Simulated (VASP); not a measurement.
# BN (Cm) in VASP: notebook

BN is run at these levels: PBE; tasks: single point.

Program: VASP 6.6.1. These are calculated values, not measurements. Logs are shortened: lines on timing, memory, paths and dates and some standing lists are left out, and cuts for length are marked.

## 1. The cell of the first run

It takes space group Cm (No. 8, monoclinic). Conventional cell: a = 4.441 Å, b = 2.564 Å, c = 2.564 Å, α = 90.00°, β = 125.26°, γ = 90.00°. Within 2.0 Å of B (site symmetry m) lie 4 N at 1.49 to 1.65 Å. Within 2.0 Å of N (site symmetry m) lie 4 B at 1.49 to 1.65 Å.

## 2. Single point, PBE (all B atoms moved -0.100 Å, as atom 1 along Cartesian [1 -1 0])

Contents of INCAR:

```
  PREC = Accurate
  ENCUT = 520
  EDIFF = 1E-7
  ISMEAR = 0
  SIGMA = 0.05
  LREAL = False
  LASPH = True
  NELM = 100
  ALGO = Normal
  ISIF = 2
  LWAVE = False
  LCHARG = False
  GGA = PE
  NBANDS = 11
```

Contents of KPOINTS:

```
regular mesh
0
Gamma
  12 12 12
```

Contents of POSCAR:

```
BN
1.0
    0.0000000000      1.8130010000      1.8130010000
    1.8130010000      0.0000000000      1.8130010000
    1.8130010000      1.8130010000      0.0000000000
B N
1 1
Direct
    0.0390020072     -0.0390020072      0.0000000000
    0.7500000000      0.7500000000      0.7500000000
```

Potentials or basis: VASP PAW PBE potentials, release 64 (B, N).

Launch:

```
$ cat potpaw_PBE.64/B/POTCAR potpaw_PBE.64/N/POTCAR > POTCAR
$ mpirun -np 1 vasp_std > vasp.out
```

OUTCAR:

```text
PREC = Accurate
   ENCUT = 520
   EDIFF = 1E-7
   ISMEAR = 0
   LREAL = False
   LASPH = True
   NELM = 100
   ISIF = 2
   GGA = PE

 ion  position               nearest neighbor table
   1  0.039  0.961  0.000-   2 1.49   2 1.57   2 1.57   2 1.65
   2  0.750  0.750  0.750-   1 1.49   1 1.57   1 1.57   1 1.65

  LATTYP: Found a face centered cubic cell.
 ALAT       =     3.6260020000

  Lattice vectors:

 A1 = (   0.0000000000,   1.8130010000,   1.8130010000)
 A2 = (   1.8130010000,   0.0000000000,   1.8130010000)
 A3 = (   1.8130010000,   1.8130010000,   0.0000000000)

Analysis of symmetry for initial positions (statically):
=====================================================================
 Subroutine PRICEL returns:
 Original cell was already a primitive cell.

 Routine SETGRP: Setting up the symmetry group for a
 face centered cubic supercell.

 Subroutine GETGRP returns: Found  2 space group operations
 (whereof  2 operations were pure point group operations)
 out of a pool of 48 trial point group operations.

The static configuration has the point symmetry C_1h.

Analysis of symmetry for dynamics (positions and initial velocities):
=====================================================================
 Subroutine PRICEL returns:
 Original cell was already a primitive cell.

 Routine SETGRP: Setting up the symmetry group for a
 face centered cubic supercell.

 Subroutine GETGRP returns: Found  2 space group operations
 (whereof  2 operations were pure point group operations)
 out of a pool of 48 trial point group operations.

The dynamic configuration has the point symmetry C_1h.

 Subroutine INISYM returns: Found  2 space group operations
 (whereof  2 operations are pure point group operations),
 and found     1 'primitive' translations

----------------------------------------------------------------------------------------

                                     Primitive cell

  volume of cell :      11.9186

  direct lattice vectors                    reciprocal lattice vectors
     0.000000000  1.813001000  1.813001000    -0.275785838  0.275785838  0.275785838
     1.813001000  0.000000000  1.813001000     0.275785838 -0.275785838  0.275785838
     1.813001000  1.813001000  0.000000000     0.275785838  0.275785838 -0.275785838

  length of vectors
     2.563970603  2.563970603  2.563970603     0.477675083  0.477675083  0.477675083

  position of ions in fractional coordinates (direct lattice)
     0.039002007  0.960997993  0.000000000
[... 81 lines left out ...]
   NSW    =      0    number of steps for IOM
   IBRION =     -1    ionic relax: 0-MD 1-quasi-New 2-CG
   NFREE  =      0    steps in history (QN), initial steepest desc. (CG)
   ISIF   =      2    stress and relaxation
   ISYM   =      2    0-nonsym 1-usesym 2-fastsym
   POTIM  = 0.5000    time-step for ionic-motion
   TEBEG  =    0.0;   TEEND  =   0.0 temperature during run
   PSTRESS=    0.0 pullay stress
   NELECT =       8.0000    total number of electrons
   NUPDOWN=      -1.0000    fix difference up-down
   EMIN   =  10.00;   EMAX   =-10.00  energy-range for DOS
   EFERMI =   0.00;   METHOD = LEGACY
   ISMEAR =     0;   SIGMA  =   0.05  broadening in eV -4-tet -1-fermi 0-gaus
   EFERMI_NEDOS =   21; number of points for ismear=-14 and -15
   IALGO  =     38    algorithm
   IMIX   =      4    mixing-type and parameters
     AMIX     =   0.40;   BMIX     =  1.00
     AMIX_MAG =   1.60;   BMIX_MAG =  1.00
  volume/ion in A,a.u.               =       5.96        40.22
  Fermi-wavevector in a.u.,A,eV,Ry     =   1.433387  2.708709 27.954506  2.054598
  Thomas-Fermi vector in A             =   2.552911
   LORBIT       =      0    0 simple, 1 ext, 2 COOP (PROOUT), +10 PAW based schemes
   GGA     = PE    functional components
   LHFCALC =     F    Hartree Fock is set to
   AEXX    =    0.0000 exact exchange contribution
   IVDW    =     0    specifies the selected vdW correction
   LEPSILON=     F    determine dielectric tensor
   LRPA    =     F    only Hartree local field effects (RPA)
 non-spin polarized calculation
 Gauss-broadening in eV      SIGMA  =   0.05
  energy-cutoff  :      520.00
  volume of cell :       11.92
 maximum number of plane-waves:       332
   NGX =  9   NGY =  9   NGZ =  9

 number of electron       7.9999999 magnetization

 Free energy of the ion-electron system (eV)
  ---------------------------------------------------
  ext. energy  EPLUGINS =         0.00000000
  ---------------------------------------------------
  free energy    TOTEN  =       -17.33269467 eV

  energy without entropy =      -17.33269467  energy(sigma->0) =      -17.33269467

 E-fermi :   8.3335     XC(G=0): -12.7768

 val. band max:        8.0712628782   @ k =   0.0000   0.0000   0.0000
 cond. band min:      11.6094246301   @ k =   0.5000   0.5000   0.0000
 fundamental gap:      3.5381617520
 Fermi energy:         8.3335378058

 k-point     1 :       0.0000    0.0000    0.0000
  band No.  band energies     occupation
      1     -12.8448      2.00000
      2       6.3309      2.00000
      3       7.3364      2.00000
      4       8.0713      2.00000
      5      15.5082      0.00000
      6      15.9739      0.00000
      7      16.8263      0.00000
      8      17.6027      0.00000
      9      31.7693      0.00000
     10      34.7050      0.00000
     11      34.9420      0.00000
[... 309 lines left out ...]
 k-point    24 :       0.0833    0.0000    0.1667
  band No.  band energies     occupation
      1     -12.2336      2.00000
      2       4.9333      2.00000
      3       5.9023      2.00000
      4       6.8689      2.00000
      5      15.5122      0.00000
      6      17.1529      0.00000
      7      18.3324      0.00000
      8      18.8739      0.00000
      9      28.4104      0.00000
     10      32.7701      0.00000
     11      33.8168      0.00000

 [... further k-points ...]
[... 5 lines left out ...]
  --------------------------------------------------------------------------------------
  -------------------------------------------------------------------------------------
  Total        0.1825515      0.1825515      0.2338757     -0.2305103      0.1108692     -0.1108693
  in kB       24.5398532     24.5398532     31.4392082    -30.9868086     14.9038174    -14.9038197
  external PRESSURE =      26.8396382 kB  Pullay stress =       0.0000000 kB

 VOLUME and BASIS-vectors are now :
 -----------------------------------------------------------------------------
  energy-cutoff  :      520.00
  volume of cell :       11.92
      direct lattice vectors                 reciprocal lattice vectors
     0.000000000  1.813001000  1.813001000    -0.275785838  0.275785838  0.275785838
     1.813001000  0.000000000  1.813001000     0.275785838 -0.275785838  0.275785838
     1.813001000  1.813001000  0.000000000     0.275785838  0.275785838 -0.275785838

 POSITION                                       TOTAL-FORCE (eV/Angst)
 -----------------------------------------------------------------------------------
      1.74229      0.07071      1.81300         1.670418     -1.670418     -0.471629
      2.71950      2.71950      2.71950        -1.670418      1.670418      0.471629
 -----------------------------------------------------------------------------------
    total drift:                               -0.000035      0.000035      0.000014

  FREE ENERGIE OF THE ION-ELECTRON SYSTEM (eV)
  ---------------------------------------------------
  free  energy   TOTEN  =       -17.3326946724 eV

  energy  without entropy=      -17.3326946724  energy(sigma->0) =      -17.33269467
```

stdout:

```text
POSCAR found type information on POSCAR B N
 POSCAR found :  2 types and       2 ions
 scaLAPACK will be used
 LDA part: xc-table for (Slater+PW92), standard interpolation
 POSCAR, INCAR and KPOINTS ok, starting setup
 FFT: planning ... GRIDC
 FFT: planning ... GRID_SOFT
 FFT: planning ... GRID
 WAVECAR not read
 entering main loop
```

It took 37 s on 1 thread of Intel Xeon Platinum 8488C (Sapphire Rapids), shared host; peak memory 0.17 GiB.

What came out:

- Free energy: -17.3327 eV
- Pressure: 2.7 GPa
- Largest force: 2.409 eV/Å
- Band gap on the k mesh: 3.54 eV, indirect (least direct gap 7.44 eV)

Forces in eV/Å, atoms in the order of the input:
```
B    1.670 -1.670 -0.472
N   -1.670  1.670  0.472
```

Stress tensor (GPa, compression positive):
```
 2.45 -3.10 -1.49
-3.10  2.45  1.49
-1.49  1.49  3.14
```

Caveat: the cell differs from its parent crystal (all B atoms moved -0.100 Å, as atom 1 along Cartesian [1 -1 0]); forces of over 1 eV/Å act on the atoms, so gaps and moduli don't describe the material at rest.

## 3. Single point, PBE (all B atoms moved +0.075 Å, as atom 1 along Cartesian [1 -1 0])

Contents of INCAR:

```
  PREC = Accurate
  ENCUT = 520
  EDIFF = 1E-7
  ISMEAR = 0
  SIGMA = 0.05
  LREAL = F
  LASPH = T
  NELM = 60
  ALGO = Normal
  ISIF = 2
  LWAVE = F
  LCHARG = F
  GGA = PE
  NBANDS = 11
```

KPOINTS is that of step 2.

POSCAR, as its differences from that of step 2:

```diff
@@ -8,3 +8,3 @@
 Direct
-    0.0390020072     -0.0390020072      0.0000000000
+   -0.0292515054      0.0292515054      0.0000000000
     0.7500000000      0.7500000000      0.7500000000
```

Potentials or basis: VASP PAW PBE potentials, release 64 (B, N).

Launch:

```
$ cat potpaw_PBE.64/B/POTCAR potpaw_PBE.64/N/POTCAR > POTCAR
$ mpirun -np 1 vasp_std > vasp.out
```

OUTCAR:

```text
PREC = Accurate
   ENCUT = 520
   EDIFF = 1E-7
   ISMEAR = 0
   LREAL = F
   LASPH = T
   NELM = 60
   ISIF = 2
   GGA = PE

 ion  position               nearest neighbor table
   1  0.971  0.029  0.000-   2 1.51   2 1.57   2 1.57   2 1.63
   2  0.750  0.750  0.750-   1 1.51   1 1.57   1 1.57   1 1.63

  LATTYP: Found a face centered cubic cell.
 ALAT       =     3.6260020000

  Lattice vectors:

 A1 = (   0.0000000000,   1.8130010000,   1.8130010000)
 A2 = (   1.8130010000,   0.0000000000,   1.8130010000)
 A3 = (   1.8130010000,   1.8130010000,   0.0000000000)
[... 511 lines left out ...]
      6      16.9560      0.00000
      7      18.0500      0.00000
      8      19.2317      0.00000
      9      28.3765      0.00000
     10      32.6307      0.00000
     11      33.6618      0.00000

 [... further k-points ...]
[... 5 lines left out ...]
  --------------------------------------------------------------------------------------
  -------------------------------------------------------------------------------------
  Total        0.0972914      0.0972914      0.1252374     -0.1300094     -0.0805404      0.0805404
  in kB       13.0785951     13.0785951     16.8352845    -17.4767672    -10.8268032     10.8268044
  external PRESSURE =      14.3308249 kB  Pullay stress =       0.0000000 kB

 VOLUME and BASIS-vectors are now :
 -----------------------------------------------------------------------------
  energy-cutoff  :      520.00
  volume of cell :       11.92
      direct lattice vectors                 reciprocal lattice vectors
     0.000000000  1.813001000  1.813001000    -0.275785838  0.275785838  0.275785838
     1.813001000  0.000000000  1.813001000     0.275785838 -0.275785838  0.275785838
     1.813001000  1.813001000  0.000000000     0.275785838  0.275785838 -0.275785838

 POSITION                                       TOTAL-FORCE (eV/Angst)
 -----------------------------------------------------------------------------------
      0.05303      1.75997      1.81300        -1.254787      1.254787     -0.265352
      2.71950      2.71950      2.71950         1.254787     -1.254787      0.265352
 -----------------------------------------------------------------------------------
    total drift:                                0.000019     -0.000019      0.000007

  FREE ENERGIE OF THE ION-ELECTRON SYSTEM (eV)
  ---------------------------------------------------
  free  energy   TOTEN  =       -17.3844086344 eV

  energy  without entropy=      -17.3844086344  energy(sigma->0) =      -17.38440863
```

OSZICAR:

```text
N       E                     dE             d eps       ncg     rms          rms(c)
DAV:   1     0.975972474930E+01    0.97597E+01   -0.49137E+03 10832   0.716E+02
DAV:   2    -0.178625649692E+02   -0.27622E+02   -0.26918E+02 12417   0.163E+02
DAV:   3    -0.183537022840E+02   -0.49114E+00   -0.49038E+00 12295   0.186E+01
DAV:   4    -0.183542644750E+02   -0.56219E-03   -0.56218E-03 11174   0.710E-01
DAV:   5    -0.183542650033E+02   -0.52824E-06   -0.52825E-06 12086   0.213E-02    0.671E+00
DAV:   6    -0.174680209093E+02    0.88624E+00   -0.30241E+00 11048   0.999E+00    0.325E+00
DAV:   7    -0.173983857122E+02    0.69635E-01   -0.10251E-01 11718   0.266E+00    0.192E+00
DAV:   8    -0.173841503420E+02    0.14235E-01   -0.35671E-02 11628   0.138E+00    0.189E-01
DAV:   9    -0.173843148791E+02   -0.16454E-03   -0.10282E-03 11108   0.266E-01    0.839E-02
DAV:  10    -0.173844031413E+02   -0.88262E-04   -0.12884E-04 11460   0.970E-02    0.154E-02
DAV:  11    -0.173844085391E+02   -0.53977E-05   -0.93691E-06 11898   0.253E-02    0.107E-02
DAV:  12    -0.173844086334E+02   -0.94346E-07   -0.15652E-06 11627   0.862E-03    0.764E-04
DAV:  13    -0.173844086344E+02   -0.10129E-08   -0.30410E-08  5782   0.169E-03
   1 F= -.17384409E+02 E0= -.17384409E+02  d E =-.157235E-15
```

stdout:

```text
POSCAR found type information on POSCAR B N
 POSCAR found :  2 types and       2 ions
 scaLAPACK will be used
 LDA part: xc-table for (Slater+PW92), standard interpolation
 POSCAR, INCAR and KPOINTS ok, starting setup
 FFT: planning ... GRIDC
 FFT: planning ... GRID_SOFT
 FFT: planning ... GRID
 WAVECAR not read
 entering main loop
```

Wall time 35 s (1 thread of Intel Xeon Platinum 8488C (Sapphire Rapids), shared host); peak memory 0.17 GiB.

Results:

* Free energy: -17.3844 eV
* Pressure: 1.4 GPa
* Largest force: 1.794 eV/Å
* Band gap on the k mesh: 3.77 eV, indirect (least direct gap 7.71 eV)

Forces on the atoms (eV/Å):
```
B   -1.255  1.255 -0.265
N    1.255 -1.255  0.265
```

Levels at points of the mesh, in eV from the valence-band top:
| k point | band 2 | band 3 | band 4 | band 5 | band 6 | band 7 |
| --- | --- | --- | --- | --- | --- | --- |
| (0.00, 0.00, 0.00) | -1.32 | -0.58 | 0.00 | 7.71 | 8.11 | 8.75 |
| (0.50, 0.00, 0.00) | -11.05 | -3.00 | -2.31 | 9.24 | 9.31 | 10.58 |
| (0.00, 0.50, 0.00) | -11.38 | -2.73 | -2.11 | 9.18 | 9.91 | 10.85 |
| (0.00, 0.00, 0.50) | -11.22 | -3.09 | -1.95 | 8.75 | 9.55 | 11.24 |
| (0.50, 0.50, 0.00) | -9.50 | -5.47 | -5.39 | 3.77 | 8.41 | 17.17 |
| (0.00, 0.50, 0.50) | -9.48 | -5.69 | -5.24 | 3.81 | 8.50 | 16.84 |

Caveat: the cell differs from its parent crystal (all B atoms moved +0.075 Å, as atom 1 along Cartesian [1 -1 0]); forces of over 1 eV/Å act on the atoms, so gaps and moduli don't describe the material at rest.

## 4. Single point, PBE (all B atoms moved -0.050 Å, as atom 1 along Cartesian [1 -1 0])

Contents of INCAR:

```
PREC = Accurate
ENCUT = 520
EDIFF = 1E-7
ISMEAR = 0
SIGMA = 0.05
LREAL = F
LASPH = T
NELM = 100
ALGO = Normal
ISIF = 2
LWAVE = F
LCHARG = F
GGA = PE
NBANDS = 11
```

Contents of KPOINTS:

```
Automatic mesh
0
Gamma
  12 12 12
```

POSCAR, as its differences from that of step 3:

```diff
@@ -8,3 +8,3 @@
 Direct
-   -0.0292515054      0.0292515054      0.0000000000
+    0.0195010036     -0.0195010036      0.0000000000
     0.7500000000      0.7500000000      0.7500000000
```

Launch:

```
$ cat potpaw_PBE.64/B/POTCAR potpaw_PBE.64/N/POTCAR > POTCAR
$ mpirun -np 1 vasp_std > vasp.out
```

It took 36 s on 1 thread of Intel Xeon Platinum 8488C (Sapphire Rapids), shared host; peak memory 0.17 GiB.

It converged, with:

```yaml
Free_energy: -17.4214 eV
Pressure: 0.5 GPa
Largest_force: 1.190 eV/Å
Band_gap_on_the_k_mesh: 4.00 eV, indirect (least direct gap 8.03 eV)
```

Forces in eV/Å, atoms in the order of the input:
```
B    0.838 -0.838 -0.118
N   -0.838  0.838  0.118
```

Stress tensor (GPa, compression positive):
```
 0.49 -0.78 -0.71
-0.78  0.49  0.71
-0.71  0.71  0.65
```

Levels at points of the mesh, in eV from the valence-band top:
| k point | band 1 | band 2 | band 3 | band 4 | band 5 | band 6 | band 7 | band 8 |
| --- | --- | --- | --- | --- | --- | --- | --- | --- |
| (0.00, 0.00, 0.00) | -20.55 | -0.89 | -0.41 | 0.00 | 8.03 | 8.33 | 8.74 | 9.80 |
| (0.50, 0.00, 0.00) | -16.40 | -11.14 | -2.48 | -2.06 | 9.50 | 10.09 | 10.77 | 14.96 |
| (0.00, 0.50, 0.00) | -16.37 | -10.92 | -2.65 | -2.20 | 9.54 | 9.70 | 10.57 | 14.48 |
| (0.00, 0.00, 0.50) | -16.38 | -11.03 | -2.72 | -1.96 | 9.27 | 9.80 | 11.01 | 14.73 |
| (0.50, 0.50, 0.00) | -15.03 | -9.29 | -5.28 | -5.25 | 4.00 | 8.69 | 17.36 | 17.49 |
| (0.00, 0.50, 0.50) | -15.03 | -9.28 | -5.43 | -5.13 | 4.01 | 8.72 | 17.11 | 17.70 |

Caveat: the cell differs from its parent crystal (all B atoms moved -0.050 Å, as atom 1 along Cartesian [1 -1 0]); forces of over 1 eV/Å act on the atoms, so gaps and moduli don't describe the material at rest. A k mesh can miss the band edges.
